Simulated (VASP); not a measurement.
# VAgSe6N2 (C2) in VASP: single point with r2SCAN

Aim: the single point of VAgSe6N2 with r2SCAN.

Program: VASP 6.6.1. These are calculated values, not measurements. Logs are shortened: lines on timing, memory, paths and dates and some standing lists are left out, and cuts for length are marked.

## (1) The cell of the first run

Symmetry: C2, No. 5, monoclinic system. The conventional cell has a = 6.148 Å, b = 10.686 Å, c = 6.770 Å, α = 90.00°, β = 106.82°, γ = 90.00°. V (site symmetry 2) has 6 Se at 2.50 to 2.51 Å within 3.3 Å. Within 2.9 Å of Se (site symmetry 1) lie 1 N at 2.09 Å and 1 V at 2.51 Å and 1 Ag at 2.81 Å. Within 2.9 Å of Se (site symmetry 1) lie 1 N at 2.13 Å and 1 V at 2.50 Å and 1 Ag at 2.81 Å. Se (site symmetry 1) has 1 N at 2.18 Å and 1 V at 2.51 Å and 1 Ag at 2.74 Å within 2.9 Å. Within 3.8 Å of Ag (site symmetry 2) lie 6 Se at 2.74 to 2.81 Å and 3 V at 3.51 to 3.64 Å and 6 N at 3.70 to 3.72 Å. N (site symmetry 1) has 3 Se at 2.09 to 2.18 Å and 1 N at 2.13 Å within 2.8 Å.

## (2) Single point, r2SCAN

Contents of POSCAR:

```
VAgSe6N2
1.0
    6.1479190000      0.0000000000      0.0000000000
    3.0739590000     -5.3431490000      0.0000000000
    1.9591420000      0.0000000000     -6.4808230000
V Se Ag N
1 6 1 2
Direct
    0.3270000000      0.3460000000      0.0000000000
    0.3872000000      0.6594000000      0.7402000000
    0.9534000000      0.6594000000      0.2598000000
    0.7231000000      0.0476000000      0.7484000000
    0.2293000000      0.0476000000      0.2516000000
    0.5641000000      0.3214000000      0.2547000000
    0.1145000000      0.3214000000      0.7453000000
    0.6680000000      0.6640000000      0.0000000000
    0.0511000000      0.0000000000      0.8354000000
    0.9489000000      0.0000000000      0.1646000000
```

Contents of INCAR.step1:

```
ALGO = Normal
EDIFF = 1E-4
ENCUT = 520
GGA = PE
ISMEAR = -1
LASPH = T
LCHARG = F
LREAL = F
LWAVE = T
NBANDS = 46
NELM = 60
PREC = Accurate
SIGMA = 0.1
```

Contents of INCAR.step2:

```
ALGO = Normal
EDIFF = 1E-7
ENCUT = 520
ISIF = 2
ISMEAR = -1
ISTART = 1
LASPH = T
LCHARG = F
LMIXTAU = T
LREAL = F
LWAVE = F
METAGGA = R2SCAN
NBANDS = 46
NELM = 60
PREC = Accurate
SIGMA = 0.1
```

Contents of KPOINTS:

```
k-points
0
Gamma
  5 5 4
```

Potentials or basis: VASP PAW PBE potentials, release 64 (V_sv, Se, Ag, N).

On the command line:

```
$ cat potpaw_PBE.64/V_sv/POTCAR potpaw_PBE.64/Se/POTCAR potpaw_PBE.64/Ag/POTCAR potpaw_PBE.64/N/POTCAR > POTCAR
$ cp INCAR.step1 INCAR
$ mpirun -np 1 vasp_std > vasp.out
$ cp INCAR.step2 INCAR
$ mpirun -np 1 vasp_std > vasp.out
```

OUTCAR:

```text
EDIFF = 1E-7
   ENCUT = 520
   ISIF = 2
   ISMEAR = -1
   ISTART = 1
   LASPH = T
   LREAL = F
   METAGGA = R2SCAN
   NELM = 60
   PREC = Accurate

 ion  position               nearest neighbor table
   1  0.327  0.346  0.000-   5 2.50   4 2.50   7 2.51   6 2.51   2 2.51   3 2.51
   2  0.387  0.659  0.740-   9 2.09   1 2.51   8 2.81
   3  0.953  0.659  0.260-  10 2.09   1 2.51   8 2.81
   4  0.723  0.048  0.748-   9 2.13   1 2.50   8 2.81
   5  0.229  0.048  0.252-  10 2.13   1 2.50   8 2.81
   6  0.564  0.321  0.255-  10 2.18   1 2.51   8 2.74
   7  0.114  0.321  0.745-   9 2.18   1 2.51   8 2.74
   8  0.668  0.664  0.000-   6 2.74   7 2.74   2 2.81   3 2.81   4 2.81   5 2.81
   9  0.051  0.000  0.835-   2 2.09   4 2.13   7 2.18
  10  0.949  0.000  0.165-   3 2.09   5 2.13   6 2.18

  LATTYP: Found a base centered monoclinic cell.
 ALAT       =     6.1479190000
 B/A-ratio  =     1.7381975917
 C/A-ratio  =     1.1012625512
 COS(beta)  =    -0.2893656043

  Lattice vectors:

 A1 = (  -3.0739600000,  -5.3431490000,   0.0000000000)
 A2 = (  -3.0739590000,   5.3431490000,   0.0000000000)
 A3 = (   1.9591420000,   0.0000000000,  -6.4808230000)

Analysis of symmetry for initial positions (statically):
=====================================================================
 Subroutine PRICEL returns:
 Original cell was already a primitive cell.

 Routine SETGRP: Setting up the symmetry group for a
 base centered monoclinic supercell.

 Subroutine GETGRP returns: Found  2 space group operations
 (whereof  2 operations were pure point group operations)
 out of a pool of  4 trial point group operations.

The static configuration has the point symmetry C_2 .

Analysis of symmetry for dynamics (positions and initial velocities):
=====================================================================
 Subroutine PRICEL returns:
 Original cell was already a primitive cell.

 Routine SETGRP: Setting up the symmetry group for a
 base centered monoclinic supercell.

 Subroutine GETGRP returns: Found  2 space group operations
 (whereof  2 operations were pure point group operations)
 out of a pool of  4 trial point group operations.

The dynamic configuration has the point symmetry C_2 .

 Subroutine INISYM returns: Found  2 space group operations
 (whereof  2 operations are pure point group operations),
 and found     1 'primitive' translations

----------------------------------------------------------------------------------------

                                     Primitive cell

  volume of cell :     212.8902

  direct lattice vectors                    reciprocal lattice vectors
     6.147919000  0.000000000  0.000000000     0.162656665  0.093577761  0.049170839
     3.073959000 -5.343149000  0.000000000     0.000000000 -0.187155552  0.000000000
     1.959142000  0.000000000 -6.480823000     0.000000000  0.000000000 -0.154301390

  length of vectors
     6.147919000  6.164289511  6.770472962     0.193989070  0.187155552  0.154301390

  position of ions in fractional coordinates (direct lattice)
     0.327000000  0.346000000  0.000000000
     0.387200000  0.659400000  0.740200000
     0.953400000  0.659400000  0.259800000
     0.723100000  0.047600000  0.748400000
     0.229300000  0.047600000  0.251600000
     0.564100000  0.321400000  0.254700000
     0.114500000  0.321400000  0.745300000
     0.668000000  0.664000000  0.000000000
     0.051100000  0.000000000  0.835400000
     0.948900000  0.000000000  0.164600000

  ion indices of the primitive-cell ions
   primitive index   ion index
                 1           1
                 2           2
                 3           3
                 4           4
                 5           5
                 6           6
                 7           7
                 8           8
                 9           9
                10          10

----------------------------------------------------------------------------------------

 KPOINTS: k-points

Automatic generation of k-mesh.
 Grid dimensions read from file:
 generate k-points for:    5    5    4

 Generating k-lattice:

  Cartesian coordinates                     Fractional coordinates (reciprocal lattice)
     0.032531333  0.018715552  0.009834168     0.200000000  0.000000000  0.000000000
     0.000000000 -0.037431110  0.000000000     0.000000000  0.200000000  0.000000000
     0.000000000  0.000000000 -0.038575348     0.000000000  0.000000000  0.250000000

  Length of vectors
     0.038797814  0.037431110  0.038575348

  Shift w.r.t. Gamma in fractional coordinates (k-lattice)
     0.000000000  0.000000000  0.000000000

 Subroutine IBZKPT returns following result:
 ===========================================

 Found     33 irreducible k-points:

 Following reciprocal coordinates:
            Coordinates               Weight
  0.000000  0.000000  0.000000      1.000000
  0.200000 -0.000000 -0.000000      4.000000
  0.400000 -0.000000  0.000000      4.000000
  0.000000  0.200000  0.000000      2.000000
  0.400000  0.200000  0.000000      2.000000
 -0.400000  0.200000  0.000000      4.000000
[... 16 lines left out ...]
  0.400000 -0.400000  0.250000      4.000000
 -0.400000 -0.200000  0.250000      2.000000
 [... further k-points ...]
   k-points           NKPTS =     33   k-points in BZ     NKDIM =     33   number of bands    NBANDS=     46
   number of dos      NEDOS =    301   number of ions     NIONS =     10
   total plane-waves  NPLWV = 115200
   dimension x,y,z NGX =    48 NGY =   48 NGZ =   50
   dimension x,y,z NGXF=    96 NGYF=   96 NGZF=  100
   ions per type =               1   6   1   2
   NGX,Y,Z   is equivalent  to a cutoff of  12.98, 12.95, 12.28 a.u.
   NGXF,Y,Z  is equivalent  to a cutoff of  25.96, 25.89, 24.55 a.u.
 SYSTEM =  unknown system
   PREC   = accura    normal or accurate (medium, high low for compatibility)
   ISTART =      1    job   : 0-new  1-cont  2-samecut
   ICHARG =      0    charge: 1-file 2-atom 10-const
   ISPIN  =      1    spin polarized calculation?
   LNONCOLLINEAR =      F non collinear calculations
   LSORBIT =      F    spin-orbit coupling
   LASPH  =      T    aspherical Exc in radial PAW
   ENCUT  =  520.0 eV  38.22 Ry    6.18 a.u.  11.43 11.46 12.59*2*pi/ulx,y,z
   NELM   =     60;   NELMIN=  2; NELMDL=  0     # of ELM steps
   EDIFF  = 0.1E-06   stopping-criterion for ELM
   LREAL  =      F    real-space projection
   EDIFFG = 0.1E-05   stopping-criterion for IOM
   NSW    =      0    number of steps for IOM
   IBRION =     -1    ionic relax: 0-MD 1-quasi-New 2-CG
   NFREE  =      0    steps in history (QN), initial steepest desc. (CG)
   ISIF   =      2    stress and relaxation
   ISYM   =      2    0-nonsym 1-usesym 2-fastsym
   POTIM  = 0.5000    time-step for ionic-motion
   TEBEG  =    0.0;   TEEND  =   0.0 temperature during run
   PSTRESS=    0.0 pullay stress
   NELECT =      70.0000    total number of electrons
   NUPDOWN=      -1.0000    fix difference up-down
   EMIN   =  10.00;   EMAX   =-10.00  energy-range for DOS
   EFERMI =   0.00;   METHOD = LEGACY
   ISMEAR =    -1;   SIGMA  =   0.10  broadening in eV -4-tet -1-fermi 0-gaus
   EFERMI_NEDOS =   21; number of points for ismear=-14 and -15
   IALGO  =     38    algorithm
   IMIX   =      4    mixing-type and parameters
     AMIX     =   0.40;   BMIX     =  1.00
     AMIX_MAG =   1.60;   BMIX_MAG =  1.00
  volume/ion in A,a.u.               =      21.29       143.67
  Fermi-wavevector in a.u.,A,eV,Ry     =   1.129941  2.135278 17.371456  1.276766
  Thomas-Fermi vector in A             =   2.266636
   LORBIT       =      0    0 simple, 1 ext, 2 COOP (PROOUT), +10 PAW based schemes
   METAGGA = R2SCAN    functional components
   LHFCALC =     F    Hartree Fock is set to
   AEXX    =    0.0000 exact exchange contribution
   IVDW    =     0    specifies the selected vdW correction
   LEPSILON=     F    determine dielectric tensor
   LRPA    =     F    only Hartree local field effects (RPA)
 non-spin polarized calculation
  energy-cutoff  :      520.00
  volume of cell :      212.89
 maximum number of plane-waves:      5767
 NGX is ok and might be reduce to    48
   NGX = 23   NGY = 23   NGZ = 25

 number of electron      70.0000007 magnetization

 Free energy of the ion-electron system (eV)
  ---------------------------------------------------
  ext. energy  EPLUGINS =         0.00000000
  ---------------------------------------------------
  free energy    TOTEN  =      -135.65955322 eV

  energy without entropy =     -135.39909494  energy(sigma->0) =     -135.52932408

 E-fermi :   3.6518     XC(G=0): -10.1231

 val. band max:        3.6470546591   @ k =  -0.2000   0.2000   0.2500
 cond. band min:       3.6547553449   @ k =  -0.4000   0.2000   0.5000
 fundamental gap:      0.0077006857
 Fermi energy:         3.6517565436

 k-point     1 :       0.0000    0.0000    0.0000
  band No.  band energies     occupation
      1     -63.9893      2.00000
      2     -36.7438      2.00000
      3     -36.6795      2.00000
      4     -36.6627      2.00000
      5     -13.9750      2.00000
      6     -12.8401      2.00000
[... 38 lines left out ...]
     45       6.3389      0.00000
     46       6.4176      0.00000

 k-point     2 :       0.2000   -0.0000   -0.0000
  band No.  band energies     occupation
      1     -63.9893      2.00000
      2     -36.7438      2.00000
      3     -36.6795      2.00000
      4     -36.6627      2.00000
      5     -13.9311      2.00000
      6     -12.8133      2.00000
[... 38 lines left out ...]
     45       6.4631      0.00000
     46       6.6064      0.00000

 k-point     3 :       0.4000   -0.0000    0.0000
  band No.  band energies     occupation
      1     -63.9893      2.00000
      2     -36.7438      2.00000
      3     -36.6796      2.00000
      4     -36.6627      2.00000
      5     -13.8552      2.00000
      6     -12.7676      2.00000
[... 1018 lines left out ...]
     45       6.8446      0.00000
     46       7.0070      0.00000

 k-point    24 :      -0.4000   -0.2000    0.2500
  band No.  band energies     occupation
      1     -63.9893      2.00000
      2     -36.7438      2.00000
      3     -36.6796      2.00000
      4     -36.6627      2.00000
      5     -13.8407      2.00000
      6     -12.8293      2.00000
[... 38 lines left out ...]
     45       6.6641      0.00000
     46       6.9149      0.00000

 [... further k-points ...]

------------------------ aborting loop because EDIFF is reached ----------------------------------------

  FORCE on cell =-STRESS in cart. coord.  units (eV):
  Direction    XX          YY          ZZ          XY          YZ          ZX
  --------------------------------------------------------------------------------------
  -------------------------------------------------------------------------------------
  Total      -10.8841271    -10.1862963     -4.4814588     -0.0000010      0.0000000      0.0508416
  in kB      -81.9122023    -76.6604396    -33.7267433     -0.0000072      0.0000000      0.3826258
  external PRESSURE =     -64.0997950 kB  Pullay stress =       0.0000000 kB

 VOLUME and BASIS-vectors are now :
 -----------------------------------------------------------------------------
  energy-cutoff  :      520.00
  volume of cell :      212.89
      direct lattice vectors                 reciprocal lattice vectors
     6.147919000  0.000000000  0.000000000     0.162656665  0.093577761  0.049170839
     3.073959000 -5.343149000  0.000000000     0.000000000 -0.187155552  0.000000000
     1.959142000  0.000000000 -6.480823000     0.000000000  0.000000000 -0.154301390

 POSITION                                       TOTAL-FORCE (eV/Angst)
 -----------------------------------------------------------------------------------
      3.07396     -1.84873      0.00000         0.000000      0.006263      0.000000
      5.85760     -3.52327     -4.79711        -0.889715     -0.954081     -0.609343
      8.39738     -3.52327     -1.68372         0.889715     -0.954081      0.609343
      6.05810     -0.25433     -4.85025         1.282906     -0.138940     -0.557831
      2.04896     -0.25433     -1.63058        -1.282906     -0.138940      0.557831
      4.95500     -1.71729     -1.65067         0.268456      1.254052      0.553474
      3.15206     -1.71729     -4.83016        -0.268455      1.254052     -0.553474
      6.14792     -3.54785      0.00000        -0.000000     -0.044594      0.000000
      1.95083      0.00000     -5.41408        -0.049620     -0.141865      0.133841
      6.15624      0.00000     -1.06674         0.049620     -0.141865     -0.133841
 -----------------------------------------------------------------------------------
    total drift:                               -0.000001     -0.004410      0.000004

  FREE ENERGIE OF THE ION-ELECTRON SYSTEM (eV)
  ---------------------------------------------------
  free  energy   TOTEN  =      -135.6595532183 eV

  energy  without entropy=     -135.3990949413  energy(sigma->0) =     -135.52932408
```

It took 20 min on 1 thread of Intel Xeon Platinum 8488C (Sapphire Rapids), shared host; peak memory 0.57 GiB.

Results:

| Quantity | Value |
| --- | --- |
| Free energy | -135.6596 eV |
| Pressure | -6.4 GPa |
| Largest force | 1.440 eV/Å |
| Band gap on the k mesh | zero (bands 35 and 36 overlap by 0.32 eV) |

Forces in eV/Å, atoms in the order of the input:
```
V    0.000  0.006  0.000
Se  -0.890 -0.954 -0.609
Se   0.890 -0.954  0.609
Se   1.283 -0.139 -0.558
Se  -1.283 -0.139  0.558
Se   0.268  1.254  0.553
Se  -0.268  1.254 -0.553
Ag   0.000 -0.045  0.000
N   -0.050 -0.142  0.134
N    0.050 -0.142 -0.134
```

Levels at points of the mesh, in eV from the Fermi level:
```csv
k point,band 32,band 33,band 34,band 35,band 36,band 37,band 38,band 39
"(0.00, 0.00, 0.00)",-1.50,-0.62,-0.39,-0.31,0.26,0.36,0.49,1.04
"(0.00, 0.00, 0.50)",-1.56,-0.77,-0.35,-0.31,-0.25,0.31,0.47,1.29
```

Caveat: the cell stands under tension; the PAW data sets were made with another functional, which shifts forces and pressure a little; the run has no spin polarisation, though such a crystal can be magnetic. With open d or f shells a metallic result of r2SCAN can be an artefact of self-interaction; +U or a hybrid may open a gap.
